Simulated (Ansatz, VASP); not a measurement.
# CaSe in VASP and in Ansatz

```xyz
2
Lattice="0.0000 2.9560 2.9560 2.9560 0.0000 2.9560 2.9560 2.9560 0.0000" Properties=species:S:1:pos:R:3 pbc="T T T"
Ca    0.0000    0.0000    0.0000
Se    2.9560    2.9560    2.9560
```

Alike in both runs: task relaxation of cell and atoms; functional r2SCAN; k mesh 7 × 7 × 7; no spin polarisation.

```csv
,VASP,Ansatz
version,VASP 6.6.1,Ansatz 0.2.0
potentials or method,"VASP PAW PBE potentials, release 64 (Ca_sv, Se), cutoff 600 eV","plane waves, PAW"
occupations,"gaussian, width 0.01 eV",fixed
valence electrons in the cell,16,26
```

```tsv
	VASP	Ansatz	Ansatz less VASP
relaxed volume (Å³/atom)	26.25	26.13	-0.120
relaxed length of the cell vector where the two differ most in proportion (Å)	4.203	4.197	-0.0064
```

VASP's potentials were made for PBE, not for r2SCAN. VASP's potentials hold 16 valence electrons a cell and Ansatz's 26, so a difference there can come from the potentials and not from the codes.
